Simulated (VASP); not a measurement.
# MnSb (P6_3/mmc) in VASP: settings compared

The runs below take MnSb through single point, with RPBE, revPBE, PBEsol.

All numbers are computed with VASP 6.6.1; they aren't measurements. Logs are shortened: lines on timing, memory, paths and dates and some standing lists are left out, and cuts for length are marked.

## 1. The cell of the first run

The structure is hexagonal, space group P6_3/mmc (No. 194). Conventional cell: a = 4.159 Å, b = 4.159 Å, c = 5.698 Å, α = 90.00°, β = 90.00°, γ = 120.00°. Within 3.7 Å of Sb (site symmetry -6m2) lie 6 Mn at 2.79 Å. Mn (site symmetry -3m) has 6 Sb at 2.79 Å and 2 Mn at 2.85 Å within 3.7 Å.

## 2. Single point, RPBE, collinear spin, ferromagnetic start

Contents of INCAR:

```
  PREC = Accurate
  ENCUT = 520
  EDIFF = 1E-7
  ISMEAR = -1
  SIGMA = 0.05
  LREAL = F
  LASPH = T
  NELM = 150
  ALGO = Normal
  ISIF = 2
  LWAVE = F
  LCHARG = T
  ISPIN = 2
  MAGMOM = 0 0 4 4
  LORBIT = 11
  LMAXMIX = 4
  GGA = RP
  LELF = T
  LVHAR = T
  NBANDS = 30
```

Contents of KPOINTS:

```
Automatic mesh
0
Gamma
  7 7 5
```

Contents of POSCAR:

```
MnSb
1.0
    4.1591911507      0.0000000000      0.0000000000
   -2.0795955753      3.6019651957      0.0000000000
    0.0000000000      0.0000000000      5.6979981075
Sb Mn
2 2
Direct
    0.6666666667      0.3333333333      0.7500000000
    0.3333333333      0.6666666667      0.2500000000
    0.0000000000      0.0000000000      0.5000000000
    0.0000000000      0.0000000000      0.0000000000
```

Potentials or basis: VASP PAW PBE potentials, release 64 (Sb, Mn_pv).

Started as:

```console
$ cat potpaw_PBE.64/Sb/POTCAR potpaw_PBE.64/Mn_pv/POTCAR > POTCAR
$ mpirun -np 1 vasp_std > vasp.out
```

OUTCAR:

```text
PREC = Accurate
   ENCUT = 520
   EDIFF = 1E-7
   ISMEAR = -1
   LREAL = F
   LASPH = T
   NELM = 150
   ISIF = 2
   ISPIN = 2
   LORBIT = 11
   GGA = RP

 ion  position               nearest neighbor table
   1  0.667  0.333  0.750-   3 2.79   4 2.79   3 2.79   4 2.79   3 2.79   4 2.79   2 3.73   2 3.73
                             2 3.73   2 3.73   2 3.73   2 3.73
   2  0.333  0.667  0.250-   3 2.79   4 2.79   3 2.79   4 2.79   3 2.79   4 2.79   1 3.73   1 3.73
                             1 3.73   1 3.73   1 3.73   1 3.73
   3  0.000  0.000  0.500-   1 2.79   2 2.79   2 2.79   1 2.79   1 2.79   2 2.79   4 2.85   4 2.85

   4  0.000  0.000  0.000-   1 2.79   2 2.79   2 2.79   1 2.79   1 2.79   2 2.79   3 2.85   3 2.85

  LATTYP: Found a hexagonal cell.
 ALAT       =     4.1591911507
 C/A-ratio  =     1.3699774550

  Lattice vectors:

 A1 = (   4.1591911507,   0.0000000000,   0.0000000000)
 A2 = (  -2.0795955753,   3.6019651957,   0.0000000000)
 A3 = (   0.0000000000,   0.0000000000,   5.6979981075)

Analysis of symmetry for initial positions (statically):
=====================================================================
 Subroutine PRICEL returns:
 Original cell was already a primitive cell.

 Routine SETGRP: Setting up the symmetry group for a
 hexagonal supercell.

 Subroutine GETGRP returns: Found 24 space group operations
 (whereof 12 operations were pure point group operations)
 out of a pool of 24 trial point group operations.

The static configuration has the point symmetry D_3d.
 The point group associated with its full space group is D_6h.

Analysis of symmetry for dynamics (positions and initial velocities):
=====================================================================
 Subroutine PRICEL returns:
 Original cell was already a primitive cell.

 Routine SETGRP: Setting up the symmetry group for a
 hexagonal supercell.

 Subroutine GETGRP returns: Found 24 space group operations
 (whereof 12 operations were pure point group operations)
 out of a pool of 24 trial point group operations.

The dynamic configuration has the point symmetry D_3d.
 The point group associated with its full space group is D_6h.

Analysis of structural, dynamic, and magnetic symmetry:
=====================================================================
 Subroutine PRICEL returns:
 Original cell was already a primitive cell.

 Routine SETGRP: Setting up the symmetry group for a
 hexagonal supercell.

 Subroutine GETGRP returns: Found 24 space group operations
 (whereof 12 operations were pure point group operations)
 out of a pool of 24 trial point group operations.

The overall configuration has the point symmetry D_3d.
 The point group associated with its full space group is D_6h.

 Subroutine INISYM returns: Found 24 space group operations
 (whereof 12 operations are pure point group operations),
 and found     1 'primitive' translations

----------------------------------------------------------------------------------------

                                     Primitive cell

  volume of cell :      85.3632

  direct lattice vectors                    reciprocal lattice vectors
     4.159191151  0.000000000  0.000000000     0.240431364  0.138813113  0.000000000
    -2.079595575  3.601965196  0.000000000     0.000000000  0.277626225  0.000000000
     0.000000000  0.000000000  5.697998108     0.000000000  0.000000000  0.175500234

  length of vectors
     4.159191151  4.159191151  5.697998108     0.277626225  0.277626225  0.175500234

  position of ions in fractional coordinates (direct lattice)
     0.666666667  0.333333333  0.750000000
     0.333333333  0.666666667  0.250000000
     0.000000000  0.000000000  0.500000000
     0.000000000  0.000000000  0.000000000

  ion indices of the primitive-cell ions
   primitive index   ion index
                 1           1
                 2           2
                 3           3
                 4           4

----------------------------------------------------------------------------------------

 KPOINTS: Automatic mesh

Automatic generation of k-mesh.
 Grid dimensions read from file:
 generate k-points for:    7    7    5

 Generating k-lattice:

  Cartesian coordinates                     Fractional coordinates (reciprocal lattice)
     0.034347338  0.019830445  0.000000000     0.142857143  0.000000000  0.000000000
     0.000000000  0.039660889  0.000000000     0.000000000  0.142857143  0.000000000
     0.000000000  0.000000000  0.035100047     0.000000000  0.000000000  0.200000000

  Length of vectors
     0.039660889  0.039660889  0.035100047

  Shift w.r.t. Gamma in fractional coordinates (k-lattice)
     0.000000000  0.000000000  0.000000000

 Subroutine IBZKPT returns following result:
 ===========================================

 Found     24 irreducible k-points:

 Following reciprocal coordinates:
            Coordinates               Weight
  0.000000  0.000000  0.000000      1.000000
  0.142857 -0.000000  0.000000      6.000000
  0.285714 -0.000000  0.000000      6.000000
  0.428571  0.000000  0.000000      6.000000
  0.142857  0.142857  0.000000      6.000000
  0.285714  0.142857  0.000000     12.000000
[... 16 lines left out ...]
  0.428571  0.142857  0.400000     12.000000
  0.285714  0.285714  0.400000     12.000000
   k-points           NKPTS =     24   k-points in BZ     NKDIM =     24   number of bands    NBANDS=     30
   number of dos      NEDOS =    301   number of ions     NIONS =      4
   total plane-waves  NPLWV =  43008
   dimension x,y,z NGX =    32 NGY =   32 NGZ =   42
   dimension x,y,z NGXF=    64 NGYF=   64 NGZF=   84
   ions per type =               2   2
   NGX,Y,Z   is equivalent  to a cutoff of  12.79, 12.79, 12.25 a.u.
   NGXF,Y,Z  is equivalent  to a cutoff of  25.58, 25.58, 24.51 a.u.
 SYSTEM =  unknown system
   PREC   = accura    normal or accurate (medium, high low for compatibility)
   ISTART =      0    job   : 0-new  1-cont  2-samecut
   ICHARG =      2    charge: 1-file 2-atom 10-const
   ISPIN  =      2    spin polarized calculation?
   LNONCOLLINEAR =      F non collinear calculations
   LSORBIT =      F    spin-orbit coupling
   LASPH  =      T    aspherical Exc in radial PAW
   ENCUT  =  520.0 eV  38.22 Ry    6.18 a.u.   7.73  7.73 10.59*2*pi/ulx,y,z
   NELM   =    150;   NELMIN=  2; NELMDL= -5     # of ELM steps
   EDIFF  = 0.1E-06   stopping-criterion for ELM
   LREAL  =      F    real-space projection
   EDIFFG = 0.1E-05   stopping-criterion for IOM
   NSW    =      0    number of steps for IOM
   IBRION =     -1    ionic relax: 0-MD 1-quasi-New 2-CG
   NFREE  =      0    steps in history (QN), initial steepest desc. (CG)
   ISIF   =      2    stress and relaxation
   ISYM   =      2    0-nonsym 1-usesym 2-fastsym
   POTIM  = 0.5000    time-step for ionic-motion
   TEBEG  =    0.0;   TEEND  =   0.0 temperature during run
   PSTRESS=    0.0 pullay stress
   NELECT =      36.0000    total number of electrons
   NUPDOWN=      -1.0000    fix difference up-down
   EMIN   =  10.00;   EMAX   =-10.00  energy-range for DOS
   EFERMI =   0.00;   METHOD = LEGACY
   ISMEAR =    -1;   SIGMA  =   0.05  broadening in eV -4-tet -1-fermi 0-gaus
   EFERMI_NEDOS =   21; number of points for ismear=-14 and -15
   IALGO  =     38    algorithm
   IMIX   =      4    mixing-type and parameters
     AMIX     =   0.40;   BMIX     =  1.00
     AMIX_MAG =   1.60;   BMIX_MAG =  1.00
  volume/ion in A,a.u.               =      21.34       144.01
  Fermi-wavevector in a.u.,A,eV,Ry     =   1.227681  2.319980 20.506700  1.507200
  Thomas-Fermi vector in A             =   2.362635
   LORBIT       =     11    0 simple, 1 ext, 2 COOP (PROOUT), +10 PAW based schemes
   GGA     = RP    functional components
   LHFCALC =     F    Hartree Fock is set to
   AEXX    =    0.0000 exact exchange contribution
   IVDW    =     0    specifies the selected vdW correction
   LEPSILON=     F    determine dielectric tensor
   LRPA    =     F    only Hartree local field effects (RPA)
 spin polarized calculation
  energy-cutoff  :      520.00
  volume of cell :       85.36
 maximum number of plane-waves:      2331
 NGX is ok and might be reduce to    32
   NGX = 15   NGY = 15   NGZ = 21

 number of electron      36.0000025 magnetization       6.7238677

 Free energy of the ion-electron system (eV)
  ---------------------------------------------------
  ext. energy  EPLUGINS =         0.00000000
  ---------------------------------------------------
  free energy    TOTEN  =       -24.86540549 eV

  energy without entropy =      -24.84692603  energy(sigma->0) =      -24.85616576

 E-fermi :   7.9074     XC(G=0): -10.5676

 val. band max:        7.8955437623   @ k =   0.2857  -0.0000   0.4000
 cond. band min:       7.9238812794   @ k =   0.0000   0.0000   0.0000
 fundamental gap:      0.0283375171
 Fermi energy:         7.9073947166

 spin component 1

 k-point     1 :       0.0000    0.0000    0.0000
  band No.  band energies     occupation
      1     -42.1650      1.00000
      2     -42.1650      1.00000
      3     -42.1562      1.00000
      4     -42.1562      1.00000
      5     -41.9286      1.00000
      6     -41.8365      1.00000
[... 781 lines left out ...]
     29      15.3723      0.00000
     30      15.6284      0.00000
 Fermi energy:         7.9073947166

 spin component 2

 k-point     1 :       0.0000    0.0000    0.0000
  band No.  band energies     occupation
      1     -38.4770      1.00000
      2     -38.4770      1.00000
      3     -38.4663      1.00000
      4     -38.4663      1.00000
      5     -38.4238      1.00000
      6     -38.3150      1.00000
[... 781 lines left out ...]
     29      15.7314      0.00000
     30      16.0314      0.00000

------------------------ aborting loop because EDIFF is reached ----------------------------------------

  FORCE on cell =-STRESS in cart. coord.  units (eV):
  Direction    XX          YY          ZZ          XY          YZ          ZX
  --------------------------------------------------------------------------------------
  -------------------------------------------------------------------------------------
  Total       -0.0401035     -0.0401035     -0.0262299     -0.0000000     -0.0000000      0.0000000
  in kB       -0.7527013     -0.7527013     -0.4923081     -0.0000000     -0.0000000      0.0000000
  external PRESSURE =      -0.6659036 kB  Pullay stress =       0.0000000 kB

 VOLUME and BASIS-vectors are now :
 -----------------------------------------------------------------------------
  energy-cutoff  :      520.00
  volume of cell :       85.36
      direct lattice vectors                 reciprocal lattice vectors
     4.159191151  0.000000000  0.000000000     0.240431364  0.138813113  0.000000000
    -2.079595575  3.601965196  0.000000000     0.000000000  0.277626225  0.000000000
     0.000000000  0.000000000  5.697998108     0.000000000  0.000000000  0.175500234

 POSITION                                       TOTAL-FORCE (eV/Angst)
 -----------------------------------------------------------------------------------
      2.07960      1.20066      4.27350         0.000000      0.000000      0.000000
     -0.00000      2.40131      1.42450        -0.000000      0.000000      0.000000
      0.00000      0.00000      2.84900        -0.000000      0.000000      0.000000
      0.00000      0.00000      0.00000         0.000000      0.000000      0.000000
 -----------------------------------------------------------------------------------
    total drift:                               -0.000000      0.000000      0.000000

  FREE ENERGIE OF THE ION-ELECTRON SYSTEM (eV)
  ---------------------------------------------------
  free  energy   TOTEN  =       -24.8654054916 eV

  energy  without entropy=      -24.8469260327  energy(sigma->0) =      -24.85616576

 total charge

# of ion       s       p       d       tot
------------------------------------------
    1        1.135   1.266   0.042   2.443
    2        1.135   1.266   0.042   2.443
    3        0.273   6.212   5.027  11.512
    4        0.273   6.212   5.027  11.512
--------------------------------------------------
tot          2.816  14.957  10.138  27.911

 magnetization (x)

# of ion       s       p       d       tot
------------------------------------------
    1        0.009  -0.152   0.006  -0.137
    2        0.009  -0.152   0.006  -0.137
    3        0.036   0.028   3.354   3.419
    4        0.036   0.028   3.354   3.419
--------------------------------------------------
tot          0.091  -0.247   6.721   6.564
```

It took 2.4 min on 1 thread of Intel Xeon Platinum 8488C (Sapphire Rapids), shared host; peak memory 0.28 GiB.

Results:

- Free energy: -24.8654 eV
- Pressure: -0.1 GPa
- Net moment: 6.72 μB per cell
- Site moments: Sb -0.14; Mn +3.42 μB
- Valence electrons inside the program's atomic spheres: Sb 2.44; Mn 11.51

Caveat: the PAW data sets were made with another functional, which shifts forces and pressure a little; spin-orbit coupling is left out, which moves the levels of the heavy elements; only a ferromagnetic start was run, and an antiferromagnetic order may lie lower in energy.

## 3. Single point, revPBE, collinear spin, ferromagnetic start

This run uses another cell than the first one, of 21.55 Å³/atom, 1.010 times its volume.

Contents of INCAR:

```
SYSTEM = MnSb
  PREC = Accurate
  ENCUT = 520
  EDIFF = 1E-7
  ISMEAR = -1
  SIGMA = 0.05
  LREAL = .FALSE.
  LASPH = .TRUE.
  NELM = 150
  ALGO = Normal
  ISIF = 2
  LWAVE = .FALSE.
  LCHARG = .FALSE.
  ISPIN = 2
  MAGMOM = 0 0 4 4
  LORBIT = 11
  LMAXMIX = 4
  GGA = RE
  NBANDS = 30
```

Contents of KPOINTS:

```
regular mesh
0
G
  7 7 5
  0 0 0
```

Contents of POSCAR:

```
MnSb
1.0
    4.1500000000      0.0000000000      0.0000000000
   -2.0750000000      3.5940054257      0.0000000000
    0.0000000000      0.0000000000      5.7800000000
Sb Mn
2 2
Direct
    0.6666666667      0.3333333333      0.7500000000
    0.3333333333      0.6666666667      0.2500000000
    0.0000000000      0.0000000000      0.5000000000
    0.0000000000      0.0000000000      0.0000000000
```

Potentials or basis: VASP PAW PBE potentials, release 64 (Sb, Mn_pv).

Started as:

```console
$ cat potpaw_PBE.64/Sb/POTCAR potpaw_PBE.64/Mn_pv/POTCAR > POTCAR
$ mpirun -np 1 vasp_std > vasp.out
```

Wall time 2.3 min (1 thread of Intel Xeon Platinum 8488C (Sapphire Rapids), shared host); peak memory 0.3 GiB.

The run converged. Its results:

| Quantity | Value |
| --- | --- |
| Free energy | -25.1082 eV |
| Pressure | -1.2 GPa |
| Net moment | 6.78 μB per cell |
| Site moments | Sb -0.13; Mn +3.44 μB |
| Valence electrons inside the program's atomic spheres | Sb 2.44; Mn 11.50 |

Stress tensor (GPa, compression positive):
```
-0.87  0.00  0.00
 0.00 -0.87  0.00
 0.00  0.00 -1.82
```

Levels at points of the mesh, in eV from the Fermi level:
Spin up:
```
           k point  band 19  band 20  band 21  band 22  band 23  band 24
(0.00, 0.00, 0.00)    -0.60     0.48     0.48     2.23     2.23     2.63
```
Spin down:
```csv
k point,band 12,band 13,band 14,band 15,band 16,band 17,band 18,band 19
"(0.00, 0.00, 0.00)",-0.88,0.06,0.06,0.34,0.34,0.53,0.53,1.50
```

Caveat: the PAW data sets were made with another functional, which shifts forces and pressure a little; spin-orbit coupling is left out, which moves the levels of the heavy elements; only a ferromagnetic start was run, and an antiferromagnetic order may lie lower in energy.

(Part 1 of 2 ends here.)
